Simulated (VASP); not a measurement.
# Cd (R-3m) in VASP: settings compared

The runs below take Cd through single point, with BLYP, PBEsol+D4, PBE.

Everything below comes from runs of VASP 6.6.1. Logs are shortened: lines on timing, memory, paths and dates and some standing lists are left out, and cuts for length are marked.

### 1 The cell of the first run

It takes space group R-3m (No. 166, trigonal). The conventional cell has a = 3.216 Å, b = 3.216 Å, c = 7.348 Å, α = 90.00°, β = 90.00°, γ = 120.00°. Within 4.0 Å of Cd (site symmetry -3m) lie 12 Cd at 3.07 to 3.22 Å.

### 2 Single point, BLYP

Input file INCAR:

```
PREC     = Accurate       # precision mode
ENCUT    = 500            # plane-wave cutoff, eV
EDIFF    = 1E-6           # SCF threshold, eV
ISMEAR   = 0              # smearing method
SIGMA    = 0.1            # smearing width, eV
LREAL    = F              # projectors in reciprocal space
LASPH    = T              # aspherical terms in the spheres
NELM     = 120            # most SCF steps
ALGO     = Normal         # electronic algorithm
ISIF     = 2              # what is computed and relaxed
LWAVE    = F              # write WAVECAR
LCHARG   = F              # write CHGCAR
GGA      = B5             # functional
ALDAX    = 1.0          
AGGAX    = 1.0          
AGGAC    = 1.0          
ALDAC    = 0.0          
NBANDS   = 12             # bands
GGA_COMPAT= F
```

Input file KPOINTS:

```
Automatic mesh
0
Gamma
  3 3 3
```

Input file POSCAR:

```
Cd
1.0
    1.6080291515      0.9283960635      2.4492874100
   -1.6080291515      0.9283960635      2.4492874100
    0.0000000000     -1.8567921270      2.4492874100
Cd
1
Direct
    0.0000000000      0.0000000000      0.0000000000
```

Potentials or basis: VASP PAW PBE potentials, release 64 (Cd).

Started as:

```console
$ cat potpaw_PBE.64/Cd/POTCAR > POTCAR
$ mpirun -np 1 vasp_std > vasp.out
```

OUTCAR:

```text
PREC = Accurate
   ENCUT = 500
   EDIFF = 1E-6
   ISMEAR = 0
   LREAL = F
   LASPH = T
   NELM = 120
   ISIF = 2
   GGA = B5

 ion  position               nearest neighbor table
   1  0.000  0.000  0.000-

  LATTYP: Found a trigonal (rhomboedric) cell.
 ALAT       =     3.0735461310
 COS(alpha) =     0.4525576903

  Lattice vectors:

 A1 = (   1.6080291515,   0.9283960635,   2.4492874100)
 A2 = (  -1.6080291515,   0.9283960635,   2.4492874100)
 A3 = (   0.0000000000,  -1.8567921270,   2.4492874100)

Analysis of symmetry for initial positions (statically):
=====================================================================
 Subroutine PRICEL returns:
 Original cell was already a primitive cell.

 Routine SETGRP: Setting up the symmetry group for a
 trigonal (rhombohedral) supercell.

 Subroutine GETGRP returns: Found 12 space group operations
 (whereof 12 operations were pure point group operations)
 out of a pool of 12 trial point group operations.

The static configuration has the point symmetry D_3d.

Analysis of symmetry for dynamics (positions and initial velocities):
=====================================================================
 Subroutine PRICEL returns:
 Original cell was already a primitive cell.

 Routine SETGRP: Setting up the symmetry group for a
 trigonal (rhombohedral) supercell.

 Subroutine GETGRP returns: Found 12 space group operations
 (whereof 12 operations were pure point group operations)
 out of a pool of 12 trial point group operations.

The dynamic configuration has the point symmetry D_3d.

 Subroutine INISYM returns: Found 12 space group operations
 (whereof 12 operations are pure point group operations),
 and found     1 'primitive' translations

----------------------------------------------------------------------------------------

                                     Primitive cell

  volume of cell :      21.9391

  direct lattice vectors                    reciprocal lattice vectors
     1.608029152  0.928396064  2.449287410     0.310939637  0.179521083  0.136094005
    -1.608029152  0.928396064  2.449287410    -0.310939637  0.179521083  0.136094005
     0.000000000 -1.856792127  2.449287410     0.000000000 -0.359042166  0.136094005

  length of vectors
     3.073546131  3.073546131  3.073546131     0.383969862  0.383969862  0.383969862

  position of ions in fractional coordinates (direct lattice)
     0.000000000  0.000000000  0.000000000

  ion indices of the primitive-cell ions
   primitive index   ion index
                 1           1

----------------------------------------------------------------------------------------

 KPOINTS: Automatic mesh

Automatic generation of k-mesh.
 Grid dimensions read from file:
 generate k-points for:    3    3    3

 Generating k-lattice:

  Cartesian coordinates                     Fractional coordinates (reciprocal lattice)
     0.103646546  0.059840361  0.045364668     0.333333333  0.000000000 -0.000000000
    -0.103646546  0.059840361  0.045364668     0.000000000  0.333333333 -0.000000000
     0.000000000 -0.119680722  0.045364668    -0.000000000 -0.000000000  0.333333333

  Length of vectors
     0.127989954  0.127989954  0.127989954

  Shift w.r.t. Gamma in fractional coordinates (k-lattice)
     0.000000000  0.000000000  0.000000000

 Subroutine IBZKPT returns following result:
 ===========================================

 Found      6 irreducible k-points:

 Following reciprocal coordinates:
            Coordinates               Weight
  0.000000  0.000000  0.000000      1.000000
  0.333333 -0.000000  0.000000      6.000000
  0.333333  0.333333  0.000000      6.000000
 -0.333333  0.333333  0.000000      6.000000
  0.333333  0.333333  0.333333      2.000000
 -0.333333  0.333333  0.333333      6.000000
   k-points           NKPTS =      6   k-points in BZ     NKDIM =      6   number of bands    NBANDS=     12
   number of dos      NEDOS =    301   number of ions     NIONS =      1
   total plane-waves  NPLWV =  13824
   dimension x,y,z NGX =    24 NGY =   24 NGZ =   24
   dimension x,y,z NGXF=    48 NGYF=   48 NGZF=   48
   ions per type =               1
   NGX,Y,Z   is equivalent  to a cutoff of  12.98, 12.98, 12.98 a.u.
   NGXF,Y,Z  is equivalent  to a cutoff of  25.96, 25.96, 25.96 a.u.
 SYSTEM =  unknown system
   PREC   = accura    normal or accurate (medium, high low for compatibility)
   ISTART =      0    job   : 0-new  1-cont  2-samecut
   ICHARG =      2    charge: 1-file 2-atom 10-const
   ISPIN  =      1    spin polarized calculation?
   LNONCOLLINEAR =      F non collinear calculations
   LSORBIT =      F    spin-orbit coupling
   LASPH  =      T    aspherical Exc in radial PAW
   ENCUT  =  500.0 eV  36.75 Ry    6.06 a.u.   5.60  5.60  5.60*2*pi/ulx,y,z
   NELM   =    120;   NELMIN=  2; NELMDL= -5     # of ELM steps
   EDIFF  = 0.1E-05   stopping-criterion for ELM
   LREAL  =      F    real-space projection
   EDIFFG = 0.1E-04   stopping-criterion for IOM
   NSW    =      0    number of steps for IOM
   IBRION =     -1    ionic relax: 0-MD 1-quasi-New 2-CG
   NFREE  =      0    steps in history (QN), initial steepest desc. (CG)
   ISIF   =      2    stress and relaxation
   ISYM   =      2    0-nonsym 1-usesym 2-fastsym
   POTIM  = 0.5000    time-step for ionic-motion
   TEBEG  =    0.0;   TEEND  =   0.0 temperature during run
   PSTRESS=    0.0 pullay stress
   NELECT =      12.0000    total number of electrons
   NUPDOWN=      -1.0000    fix difference up-down
   EMIN   =  10.00;   EMAX   =-10.00  energy-range for DOS
   EFERMI =   0.00;   METHOD = LEGACY
   ISMEAR =     0;   SIGMA  =   0.10  broadening in eV -4-tet -1-fermi 0-gaus
   EFERMI_NEDOS =   21; number of points for ismear=-14 and -15
   IALGO  =     38    algorithm
   IMIX   =      4    mixing-type and parameters
     AMIX     =   0.40;   BMIX     =  1.00
     AMIX_MAG =   1.60;   BMIX_MAG =  1.00
  volume/ion in A,a.u.               =      21.94       148.05
  Fermi-wavevector in a.u.,A,eV,Ry     =   1.338842  2.530044 24.388398  1.792497
  Thomas-Fermi vector in A             =   2.467280
   LORBIT       =      0    0 simple, 1 ext, 2 COOP (PROOUT), +10 PAW based schemes
   GGA     = B5    functional components
   LHFCALC =     F    Hartree Fock is set to
   AEXX    =    0.0000 exact exchange contribution
   IVDW    =     0    specifies the selected vdW correction
   LEPSILON=     F    determine dielectric tensor
   LRPA    =     F    only Hartree local field effects (RPA)
 non-spin polarized calculation
 Gauss-broadening in eV      SIGMA  =   0.10
  energy-cutoff  :      500.00
  volume of cell :       21.94
 maximum number of plane-waves:       562
 NGX is ok and might be reduce to    24
   NGX = 11   NGY = 11   NGZ = 11

 number of electron      11.9999997 magnetization

 Free energy of the ion-electron system (eV)
  ---------------------------------------------------
  ext. energy  EPLUGINS =         0.00000000
  ---------------------------------------------------
  free energy    TOTEN  =         0.10526301 eV

  energy without entropy =        0.10526301  energy(sigma->0) =        0.10526301

 E-fermi :   3.4851     XC(G=0): -10.3731

 val. band max:        3.0195086057   @ k =  -0.3333   0.3333   0.3333
 cond. band min:       5.1204089084   @ k =  -0.3333   0.3333   0.3333
 fundamental gap:      2.1009003027
 Fermi energy:         3.4851134094

 k-point     1 :       0.0000    0.0000    0.0000
  band No.  band energies     occupation
      1      -6.0109      2.00000
      2      -6.0109      2.00000
      3      -5.7809      2.00000
      4      -5.4516      2.00000
      5      -5.4516      2.00000
      6      -5.3967      2.00000
      7      17.0811      0.00000
      8      17.3236      0.00000
      9      17.3236      0.00000
     10      20.2704      0.00000
     11      21.0689      0.00000
     12      21.0689      0.00000

 k-point     2 :       0.3333   -0.0000    0.0000
  band No.  band energies     occupation
      1      -6.2888      2.00000
      2      -5.9820      2.00000
      3      -5.7261      2.00000
      4      -5.3084      2.00000
      5      -5.2073      2.00000
      6      -2.3862      2.00000
      7       6.2866      0.00000
      8      15.9512      0.00000
      9      16.3684      0.00000
     10      18.0701      0.00000
     11      20.5419      0.00000
     12      20.9663      0.00000

 k-point     3 :       0.3333    0.3333    0.0000
  band No.  band energies     occupation
      1      -6.3991      2.00000
      2      -6.2016      2.00000
      3      -5.2927      2.00000
      4      -5.2384      2.00000
      5      -5.1949      2.00000
      6      -1.3815      2.00000
      7      10.1997      0.00000
      8      10.6132      0.00000
      9      12.0450      0.00000
     10      14.3226      0.00000
     11      15.8209      0.00000
     12      28.4173      0.00000

 k-point     4 :      -0.3333    0.3333    0.0000
  band No.  band energies     occupation
      1      -6.2984      2.00000
      2      -5.8835      2.00000
      3      -5.6166      2.00000
      4      -5.3901      2.00000
      5      -5.2013      2.00000
      6       2.2379      2.00000
      7       5.1336      0.00000
      8       6.0769      0.00000
      9      13.1258      0.00000
     10      16.0895      0.00000
     11      23.1617      0.00000
     12      25.1376      0.00000

 k-point     5 :       0.3333    0.3333    0.3333
  band No.  band energies     occupation
      1      -6.2159      2.00000
      2      -5.8584      2.00000
      3      -5.8584      2.00000
      4      -5.2541      2.00000
      5      -5.2541      2.00000
      6      -2.0486      2.00000
      7       7.7467      0.00000
      8      15.1461      0.00000
      9      15.1461      0.00000
     10      16.5964      0.00000
     11      19.9203      0.00000
     12      19.9203      0.00000

 k-point     6 :      -0.3333    0.3333    0.3333
  band No.  band energies     occupation
      1      -6.1930      2.00000
      2      -5.8292      2.00000
      3      -5.6488      2.00000
      4      -5.4961      2.00000
      5      -5.2179      2.00000
      6       3.0195      2.00000
      7       5.1204      0.00000
      8       6.3637      0.00000
      9      11.8556      0.00000
     10      14.7742      0.00000
     11      24.7606      0.00000
     12      25.0730      0.00000

------------------------ aborting loop because EDIFF is reached ----------------------------------------

  FORCE on cell =-STRESS in cart. coord.  units (eV):
  Direction    XX          YY          ZZ          XY          YZ          ZX
  --------------------------------------------------------------------------------------
  -------------------------------------------------------------------------------------
  Total        1.2559026      1.2559026      1.7657287     -0.0000000      0.0000000      0.0000000
  in kB       91.7166793     91.7166793    128.9485168     -0.0000000      0.0000000      0.0000000
  external PRESSURE =     104.1272918 kB  Pullay stress =       0.0000000 kB

 VOLUME and BASIS-vectors are now :
 -----------------------------------------------------------------------------
  energy-cutoff  :      500.00
  volume of cell :       21.94
      direct lattice vectors                 reciprocal lattice vectors
     1.608029152  0.928396064  2.449287410     0.310939637  0.179521083  0.136094005
    -1.608029152  0.928396064  2.449287410    -0.310939637  0.179521083  0.136094005
     0.000000000 -1.856792127  2.449287410     0.000000000 -0.359042166  0.136094005

 POSITION                                       TOTAL-FORCE (eV/Angst)
 -----------------------------------------------------------------------------------
      0.00000      0.00000      0.00000        -0.000000      0.000000      0.000000
 -----------------------------------------------------------------------------------
    total drift:                                0.000000      0.000000      0.000000

  FREE ENERGIE OF THE ION-ELECTRON SYSTEM (eV)
  ---------------------------------------------------
  free  energy   TOTEN  =         0.1052630057 eV

  energy  without entropy=        0.1052630057  energy(sigma->0) =        0.10526301
```

Wall time 9 s (1 thread of Intel Xeon 8259CL, shared host); peak memory 0.13 GiB.

The run converged, but its numbers aren't listed here, since they failed a check.

Caveat: the k points lie up to 0.80 Å⁻¹ apart; the mesh shows a gap though the element is a metal; the PAW data sets were made with another functional, which shifts forces and pressure a little.

### 3 Single point, PBEsol+D4, collinear spin, ferromagnetic start

Input file INCAR:

```
SYSTEM = Cd
PREC = Accurate ; ENCUT = 500
EDIFF = 1E-6 ; ISMEAR = 0
SIGMA = 0.1 ; LREAL = .False.
LASPH = .True. ; NELM = 200
ALGO = Normal ; ISIF = 2
LWAVE = .False. ; LCHARG = .True.
ISPIN = 2 ; MAGMOM = 2.96
LORBIT = 11 ; NUPDOWN = 4.0
GGA = PS ; IVDW = 13
LELF = .True. ; LVHAR = .True.
NBANDS = 16 ; GGA_COMPAT = .False.
```

Input file KPOINTS:

```
Automatic mesh
0
Gamma
  3 3 3
  0 0 0
```

POSCAR is that of step 2.

Potentials or basis: VASP PAW PBE potentials, release 64 (Cd).

Started as:

```console
$ cat potpaw_PBE.64/Cd/POTCAR > POTCAR
$ mpirun -np 1 vasp_std > vasp.out
```

It took 13 s on 1 thread of Intel Xeon 8259CL, shared host; peak memory 0.14 GiB.

Results (log left out):

| Property | Result |
| --- | --- |
| Free energy | 18.4014 eV |
| Pressure | 65.8 GPa |
| Net moment | 4.00 μB per cell |
| Site moments | Cd +2.32 μB |
| Valence electrons inside the program's atomic spheres | Cd 9.90 |
| Dispersion energy per atom | -0.233 eV |

Stress tensor (GPa, compression positive):
```
68.65  0.00  0.00
 0.00 68.65  0.00
 0.00  0.00 59.98
```

Caveat: the k points lie up to 0.80 Å⁻¹ apart; the moment is held away from its start; the PAW data sets were made with another functional, which shifts forces and pressure a little; the total moment is fixed, so each spin has its own Fermi level.

### 4 Single point, PBE

Input file INCAR:

```
ALGO = Normal
EDIFF = 1E-6
ENCUT = 500
GGA = PE
GGA_COMPAT = False
ISIF = 2
ISMEAR = 0
ISYM = 0
LASPH = True
LCHARG = False
LREAL = False
LWAVE = False
NBANDS = 12
NELM = 120
PREC = Accurate
SIGMA = 0.1
```

Input file KPOINTS:

```
k-points
0
Gamma
  2 2 10
```

POSCAR: that of step 3 with these lines changed.

```diff
@@ -8,2 +8,2 @@
 Direct
-    0.0000000000      0.0000000000      0.0000000000
+    0.0897605414      0.0897605414     -0.1795210829
```

Potentials or basis: VASP PAW PBE potentials, release 64 (Cd).

Started as:

```console
$ cat potpaw_PBE.64/Cd/POTCAR > POTCAR
$ mpirun -np 1 vasp_std > vasp.out
```

OUTCAR:

```text
EDIFF = 1E-6
   ENCUT = 500
   GGA = PE
   ISIF = 2
   ISMEAR = 0
   ISYM = 0
   LASPH = True
   LREAL = False
   NELM = 120
   PREC = Accurate

 ion  position               nearest neighbor table
   1  0.090  0.090  0.820-

IMPORTANT INFORMATION: All symmetrisations will be switched off!
NOSYMM: (Re-)initialisation of all symmetry stuff for point group C_1.

[... 528 lines left out ...]

------------------------ aborting loop because EDIFF is reached ----------------------------------------

  FORCE on cell =-STRESS in cart. coord.  units (eV):
  Direction    XX          YY          ZZ          XY          YZ          ZX
  --------------------------------------------------------------------------------------
  -------------------------------------------------------------------------------------
  Total        1.8232230     -2.0651026      1.8127277     -0.0000002      1.4706693      0.0000002
  in kB      133.1472419   -150.8113432    132.3807858     -0.0000180    107.4007748      0.0000155
  external PRESSURE =      38.2388949 kB  Pullay stress =       0.0000000 kB

 VOLUME and BASIS-vectors are now :
 -----------------------------------------------------------------------------
  energy-cutoff  :      500.00
  volume of cell :       21.94
      direct lattice vectors                 reciprocal lattice vectors
     1.608029152  0.928396064  2.449287410     0.310939637  0.179521083  0.136094005
    -1.608029152  0.928396064  2.449287410    -0.310939637  0.179521083  0.136094005
     0.000000000 -1.856792127  2.449287410     0.000000000 -0.359042166  0.136094005

 POSITION                                       TOTAL-FORCE (eV/Angst)
 -----------------------------------------------------------------------------------
      0.00000     -1.35679      2.44929         0.000000      0.000055      0.000304
 -----------------------------------------------------------------------------------
    total drift:                                0.000000      0.000055      0.000304

  FREE ENERGIE OF THE ION-ELECTRON SYSTEM (eV)
  ---------------------------------------------------
  free  energy   TOTEN  =        -0.1285274845 eV

  energy  without entropy=       -0.1283367124  energy(sigma->0) =       -0.12843210
```

stdout:

```text
POSCAR found type information on POSCAR Cd
 POSCAR found :  1 types and       1 ions
 scaLAPACK will be used
 LDA part: xc-table for (Slater+PW92), standard interpolation
 -----------------------------------------------------------------------------
|                                                                             |
|           W    W    AA    RRRRR   N    N  II  N    N   GGGG   !!!           |
|           W    W   A  A   R    R  NN   N  II  NN   N  G    G  !!!           |
|           W    W  A    A  R    R  N N  N  II  N N  N  G       !!!           |
|           W WW W  AAAAAA  RRRRR   N  N N  II  N  N N  G  GGG   !            |
|           WW  WW  A    A  R   R   N   NN  II  N   NN  G    G                |
|           W    W  A    A  R    R  N    N  II  N    N   GGGG   !!!           |
|                                                                             |
|     Your reciprocal lattice and k-lattice belong to different lattice       |
|     classes:                                                                |
|                                                                             |
|        The reciprocal lattice is rhombohedral (trigonal),                   |
|        whereas your k-lattice is base-centered monoclinic.                  |
|                                                                             |
|     Results are often still useful ...                                      |
|                                                                             |
 -----------------------------------------------------------------------------

 POSCAR, INCAR and KPOINTS ok, starting setup
 FFT: planning ... GRIDC
 FFT: planning ... GRID_SOFT
 FFT: planning ... GRID
 WAVECAR not read
 entering main loop
```

Wall time 7.5 s (1 thread of Intel Xeon 8259CL, shared host); peak memory 0.13 GiB.

What came out:

| Item | Value |
| --- | --- |
| Free energy | -0.1285 eV |
| Pressure | 3.8 GPa |
| Band gap on the k mesh | zero (band 6 reaches 2.01 eV, above the bottom of band 7 at 1.18 eV) |

Caveat: the k points lie up to 1.21 Å⁻¹ apart.

(Part 1 of 2 ends here.)
